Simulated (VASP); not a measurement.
# Mg9O8 (a cell with a defect) in VASP: a series of runs

Mg9O8 (a cell with a defect) is run at these levels: PBE+D3(BJ); tasks: single point.

Program: VASP 6.6.1. These are calculated values, not measurements. Logs are shortened: lines on timing, memory, paths and dates and some standing lists are left out, and cuts for length are marked.

## Step 1: The cell of the first run

The cell holds a defect, 17 atoms: a = 5.975 Å, b = 5.975 Å, c = 5.975 Å, α = 60.00°, β = 60.00°, γ = 60.00°.

## Step 2: Single point, PBE+D3(BJ)

INCAR

```
PREC = Accurate
ENCUT = 520
EDIFF = 1E-7
ISMEAR = 0
SIGMA = 0.02
LREAL = Auto
LASPH = True
NELM = 60
ALGO = Normal
ISIF = 2
LWAVE = False
LCHARG = True
GGA = PE
IVDW = 12
LELF = True
LVHAR = True
NBANDS = 47
```

KPOINTS

```
regular mesh
0
Gamma
  2 2 2
```

POSCAR

```
Mg9O8
1.0
    0.0000000000      4.2250000000      4.2250000000
    4.2250000000      0.0000000000      4.2250000000
    4.2250000000      4.2250000000      0.0000000000
Mg O
9 8
Direct
    0.0244366864     -0.0055339645     -0.0065739645
    0.0107221302      0.0435630769      0.4739725444
    0.0106563314      0.4754317160      0.0424650888
    0.0349204734      0.4646373964      0.4635964497
    0.5297274556     -0.0062417751     -0.0072098225
    0.5336739645      0.0002680473      0.4905142012
    0.5335342012      0.4918179882     -0.0007226036
    0.2048711243      0.5976502959      0.5961447337
    0.6323514793      0.4776560947      0.4762570414
    0.3023714793      0.2327880473      0.2316820118
    0.2663349112      0.2219947929      0.7631720710
    0.2664407101      0.7645555030      0.2207415385
    0.2805279290      0.7497125444      0.7486706509
    0.7793223669      0.2380721893      0.2367874556
    0.7823515976      0.2298102959      0.7672365680
    0.7823556213      0.7683189349      0.2287975148
    0.8034487574      0.7373848521      0.7361815385
```

Potentials or basis: VASP PAW PBE potentials, release 64 (Mg, O).

On the command line:

```sh
cat potpaw_PBE.64/Mg/POTCAR potpaw_PBE.64/O/POTCAR > POTCAR
mpirun -np 1 vasp_std > vasp.out
```

OUTCAR:

```text
PREC = Accurate
   ENCUT = 520
   EDIFF = 1E-7
   ISMEAR = 0
   LREAL = Auto
   LASPH = True
   NELM = 60
   ISIF = 2
   GGA = PE
   IVDW = 12
 IVDW          = 12

 ion  position               nearest neighbor table
   1  0.024  0.994  0.993-  16 1.98  15 1.98  12 1.98  11 1.98  14 2.06  13 2.07   6 2.95   7 2.95
                             5 2.96   2 2.99   3 2.99   4 3.00   4 3.00   3 3.01   2 3.01   5 3.02
   2  0.011  0.044  0.474-  14 1.99  15 2.05  10 2.05   8 2.19  17 2.19  12 2.25  13 2.30   9 2.45
                             4 2.56   3 2.58   6 2.94   1 2.99   5 3.00   5 3.00   1 3.01   6 3.05
   3  0.011  0.475  0.042-  14 1.99  16 2.05  10 2.05  17 2.19   8 2.19  11 2.25  13 2.30   9 2.44
                             4 2.56   2 2.58   7 2.94   1 2.99   5 3.00   5 3.00   1 3.01   7 3.05
   4  0.035  0.465  0.464-  10 1.97  16 2.09  15 2.09   8 2.13  11 2.26  12 2.26  17 2.32   9 2.33
                             3 2.56   2 2.56   7 2.89   6 2.89   1 3.00   1 3.00   6 3.11   7 3.11
   5  0.530  0.994  0.993-  10 2.02  16 2.07  15 2.07  12 2.09  11 2.09  17 2.17   1 2.96   7 2.97
                             6 2.97   3 3.00   2 3.00   2 3.00   3 3.00   6 3.01   7 3.01   1 3.02
   6  0.534  0.000  0.491-  14 2.04  10 2.07  16 2.09  11 2.10  13 2.13  17 2.18   4 2.89   9 2.91
                             7 2.94   2 2.94   1 2.95   5 2.97   5 3.01   1 3.02   7 3.04   2 3.05
   7  0.534  0.492  0.999-  14 2.04  10 2.07  15 2.09  12 2.10  13 2.13  17 2.18   4 2.89   9 2.91
                             6 2.94   3 2.94   1 2.95   5 2.97   5 3.01   1 3.02   6 3.04   3 3.05
   8  0.205  0.598  0.596-  12 1.86  11 1.86  13 1.87  17 1.96   9 2.10   4 2.13   2 2.19   3 2.19
                             7 3.31   6 3.32   5 3.38   5 3.38   6 3.47   7 3.47   1 3.54   1 3.54
   9  0.632  0.478  0.476-  16 1.92  15 1.92  14 2.10   8 2.10   4 2.33  13 2.35   3 2.44   2 2.45
                            12 2.65  11 2.65   6 2.91   7 2.91   5 3.03   5 3.04   7 3.14   6 3.14
  10  0.302  0.233  0.232-   4 1.97   5 2.02   2 2.05   3 2.05   6 2.07   7 2.07
  11  0.266  0.222  0.763-   8 1.86   1 1.98   5 2.09   6 2.10   3 2.25   4 2.26   9 2.65
  12  0.266  0.765  0.221-   8 1.86   1 1.98   5 2.09   7 2.10   2 2.25   4 2.26   9 2.65
  13  0.281  0.750  0.749-   8 1.87   1 2.07   7 2.13   6 2.13   3 2.30   2 2.30   9 2.35
  14  0.779  0.238  0.237-   2 1.99   3 1.99   7 2.04   6 2.04   1 2.06   9 2.10
  15  0.782  0.230  0.767-   9 1.92   1 1.98   2 2.05   5 2.07   7 2.09   4 2.09
  16  0.782  0.768  0.229-   9 1.92   1 1.98   3 2.05   5 2.07   6 2.09   4 2.09
  17  0.803  0.737  0.736-   8 1.96   5 2.17   6 2.18   7 2.18   2 2.19   3 2.19   4 2.32

  LATTYP: Found a face centered cubic cell.
 ALAT       =     8.4500000000

  Lattice vectors:

 A1 = (   0.0000000000,   4.2250000000,   4.2250000000)
 A2 = (   4.2250000000,   0.0000000000,   4.2250000000)
 A3 = (   4.2250000000,   4.2250000000,   0.0000000000)

Analysis of symmetry for initial positions (statically):
=====================================================================
 Subroutine PRICEL returns:
 Original cell was already a primitive cell.

 Routine SETGRP: Setting up the symmetry group for a
[... 151 lines left out ...]
   IMIX   =      4    mixing-type and parameters
     AMIX     =   0.40;   BMIX     =  1.00
     AMIX_MAG =   1.60;   BMIX_MAG =  1.00
  volume/ion in A,a.u.               =       8.87        59.88
  Fermi-wavevector in a.u.,A,eV,Ry     =   1.242852  2.348650 21.016664  1.544681
  Thomas-Fermi vector in A             =   2.377188
   LORBIT       =      0    0 simple, 1 ext, 2 COOP (PROOUT), +10 PAW based schemes
   GGA     = PE    functional components
   LHFCALC =     F    Hartree Fock is set to
   AEXX    =    0.0000 exact exchange contribution
   IVDW    =    12    specifies the selected vdW correction
   LEPSILON=     F    determine dielectric tensor
   LRPA    =     F    only Hartree local field effects (RPA)
 non-spin polarized calculation
 Gauss-broadening in eV      SIGMA  =   0.02
  energy-cutoff  :      520.00
  volume of cell :      150.84
 maximum number of plane-waves:      4092
 NGX is ok and might be reduce to    48
   NGX = 23   NGY = 23   NGZ = 23

 number of electron      66.0000004 magnetization

 Free energy of the ion-electron system (eV)
  ---------------------------------------------------
  ext. energy  EPLUGINS =         0.00000000
  ---------------------------------------------------
  free energy    TOTEN  =       -82.08511041 eV

  energy without entropy =      -82.08500986  energy(sigma->0) =      -82.08506014

 E-fermi :  10.1024     XC(G=0): -11.3932

 val. band max:       10.0658106936   @ k =   0.0000   0.0000   0.0000
 cond. band min:      10.1391646648   @ k =   0.0000   0.5000   0.5000
 fundamental gap:      0.0733539712
 Fermi energy:        10.1023850457

 k-point     1 :       0.0000    0.0000    0.0000
  band No.  band energies     occupation
      1     -13.7588      2.00000
      2     -12.5635      2.00000
      3     -12.4663      2.00000
      4     -12.4322      2.00000
      5     -12.4214      2.00000
      6     -12.2444      2.00000
[... 373 lines left out ...]
     44      14.6476      0.00000
     45      15.0177      0.00000
 [bands above 45 left out]

------------------------ aborting loop because EDIFF is reached ----------------------------------------

 Edisp (eV)   -5.60691

 E8    (eV) :    -2.2251

  FORCE on cell =-STRESS in cart. coord.  units (eV):
  Direction    XX          YY          ZZ          XY          YZ          ZX
  --------------------------------------------------------------------------------------
  -------------------------------------------------------------------------------------
  Total      29.10456    33.84224    33.84522    -1.09611     1.95313    -1.08246
  in kB     309.14444   359.46748   359.49911   -11.64269    20.74584   -11.49772
  external pressure =      342.70 kB  Pullay stress =        0.00 kB

 VOLUME and BASIS-vectors are now :
 -----------------------------------------------------------------------------
  energy-cutoff  :      520.00
  volume of cell :      150.84
      direct lattice vectors                 reciprocal lattice vectors
     0.000000000  4.225000000  4.225000000    -0.118343195  0.118343195  0.118343195
     4.225000000  0.000000000  4.225000000     0.118343195 -0.118343195  0.118343195
     4.225000000  4.225000000  0.000000000     0.118343195  0.118343195 -0.118343195

 POSITION                                       TOTAL-FORCE (eV/Angst)
 -----------------------------------------------------------------------------------
      8.39884      4.30047      4.30486         0.039846     -0.013334      0.003542
      2.18659      2.04784      0.22935         0.007459      0.017012      0.067868
      2.18811      0.22444      2.05372        -0.026212      0.058590      0.028160
      3.92179      2.10623      2.11063         0.038986     -0.009591     -0.027050
      8.39317      6.43264      6.43673        -0.020486      0.008200      0.029144
      2.07355      4.32720      2.25590        -0.043900      0.019795     -0.037841
[... 9 lines left out ...]
      4.21282      4.27212      6.55160         0.021844      0.011661     -0.001233
      6.22582      6.50494      6.51002         0.062581      0.042826      0.042899
 -----------------------------------------------------------------------------------
    total drift:                                0.004465      0.006162      0.005857

  FREE ENERGIE OF THE ION-ELECTRON SYSTEM (eV)
  ---------------------------------------------------
  free  energy   TOTEN  =       -87.6920180591 eV

  energy  without entropy=      -87.6919175097  energy(sigma->0) =      -87.69196778
```

stdout:

```text
POSCAR found type information on POSCAR MgO
 POSCAR found :  2 types and      17 ions
 scaLAPACK will be used
 LDA part: xc-table for (Slater+PW92), standard interpolation
 POSCAR, INCAR and KPOINTS ok, starting setup
 FFT: planning ... GRIDC
 FFT: planning ... GRID_SOFT
 FFT: planning ... GRID
 WAVECAR not read
 entering main loop
```

It took 2.5 min on 1 thread of Intel Xeon Platinum 8488C (Sapphire Rapids), shared host; peak memory 0.33 GiB.

What came out:

```
Free energy                : -87.6920 eV
Pressure                   : 34.3 GPa
Largest force              : 0.399 eV/Å
Band gap on the k mesh     : zero (bands 33 and 34 overlap by 0.24 eV)
Dispersion energy per atom : -0.330 eV
```

Forces in eV/Å, atoms in the order of the input:
```
Mg   0.040 -0.013  0.004
Mg   0.007  0.017  0.068
Mg  -0.026  0.059  0.028
Mg   0.039 -0.010 -0.027
Mg  -0.020  0.008  0.029
Mg  -0.044  0.020 -0.038
Mg  -0.065 -0.039  0.020
Mg   0.143 -0.080 -0.123
Mg  -0.319 -0.153 -0.185
O   -0.001  0.031  0.033
O    0.010  0.055  0.018
O    0.004  0.003  0.053
O    0.022  0.054  0.051
O    0.108  0.014  0.013
O    0.019 -0.019  0.014
O    0.022  0.012 -0.001
O    0.063  0.043  0.043
```

Stress tensor (GPa, compression positive):
```
30.91 -1.16 -1.15
-1.16 35.95  2.07
-1.15  2.07 35.95
```

Caveat: the k points lie up to 0.64 Å⁻¹ apart.

## Step 3: Single point, PBE+D3(BJ)

INCAR

```
PREC = Accurate ; ENCUT = 520
EDIFF = 1E-7 ; ISMEAR = 0
SIGMA = 0.02 ; LREAL = Auto
LASPH = True ; NELM = 60
ALGO = Normal ; ISIF = 2
LWAVE = False ; LCHARG = False
GGA = PE ; IVDW = 12
NBANDS = 47
```

KPOINTS

```
Automatic mesh
0
Gamma
  2 2 2
```

POSCAR

```
Mg9O8
1.0
    0.0000000000      4.2250000000      4.2250000000
    4.2250000000      0.0000000000      4.2250000000
    4.2250000000      4.2250000000      0.0000000000
Mg O
9 8
Direct
    0.0168584615     -0.0072731361     -0.0083711243
   -0.0022216568      0.0125052071      0.4916342012
   -0.0021694675      0.4925739645      0.0114461538
    0.0519855621      0.4667280473      0.4653117160
    0.5107440237      0.0000671006     -0.0009350296
    0.5146291124      0.0575046154      0.4777145562
    0.5148339645      0.4787123077      0.0564450888
    0.3870008284      0.5105828402      0.5095856805
    0.6117240237      0.6070260355      0.6060177515
    0.2698144379      0.2380530178      0.2370224852
    0.2383527811      0.2321137278      0.7749771598
    0.2382911243      0.7759914793      0.2311202367
    0.2284817751      0.7530069822      0.7519605917
    0.7979060355      0.2270210651      0.2261105325
    0.7822321893      0.2318565680      0.7601439053
    0.7822971598      0.7611383432      0.2307904142
    0.7435724260      0.7432460355      0.7422914793
```

Potentials or basis: VASP PAW PBE potentials, release 64 (Mg, O).

On the command line:

```sh
cat potpaw_PBE.64/Mg/POTCAR potpaw_PBE.64/O/POTCAR > POTCAR
mpirun -np 1 vasp_std > vasp.out
```

Wall time 2.7 min (1 thread of Intel Xeon Platinum 8488C (Sapphire Rapids), shared host); peak memory 0.33 GiB.

Results (log left out):

- Free energy: -87.6066 eV
- Pressure: 36.0 GPa
- Largest force: 0.088 eV/Å
- Band gap on the k mesh: zero (bands 33 and 34 overlap by 0.10 eV)
- Dispersion energy per atom: -0.330 eV

Forces on the atoms (eV/Å):
```
Mg   0.012 -0.001 -0.004
Mg   0.013 -0.015  0.030
Mg   0.015  0.031 -0.015
Mg  -0.031  0.001 -0.001
Mg   0.032  0.008  0.006
Mg   0.020 -0.030  0.020
Mg   0.022  0.017 -0.034
Mg   0.027  0.058  0.060
Mg   0.006 -0.003 -0.001
O    0.006  0.008  0.009
O   -0.020 -0.041 -0.014
O   -0.019 -0.013 -0.038
O    0.018 -0.017 -0.017
O   -0.048  0.004  0.004
O   -0.030  0.016 -0.021
O   -0.029 -0.022  0.014
O    0.007  0.000  0.002
```

Stress tensor (GPa, compression positive):
```
32.50 -1.06 -1.06
-1.06 37.76  3.63
-1.06  3.63 37.75
```

Levels at points of the mesh, in eV from the Fermi level:
```tsv
k point	band 31	band 32	band 33	band 34	band 35	band 36
(0.00, 0.00, 0.00)	-6.30	-6.15	-2.29	0.13	0.54	0.98
(0.50, 0.00, 0.00)	-6.55	-6.31	-0.37	0.21	1.41	1.63
(0.00, 0.50, 0.00)	-6.43	-6.36	-0.48	0.12	1.13	1.67
(0.00, 0.00, 0.50)	-6.43	-6.36	-0.48	0.12	1.13	1.67
(0.50, 0.50, 0.50)	-6.66	-6.37	-0.45	-0.07	1.51	1.81
(0.50, 0.50, 0.00)	-6.76	-6.43	-0.04	0.74	1.59	1.92
(0.00, 0.50, 0.50)	-6.71	-6.64	0.04	0.73	1.43	2.13
(0.50, 0.00, 0.50)	-6.76	-6.43	-0.04	0.74	1.59	1.92
```

Caveat: the k points lie up to 0.64 Å⁻¹ apart.
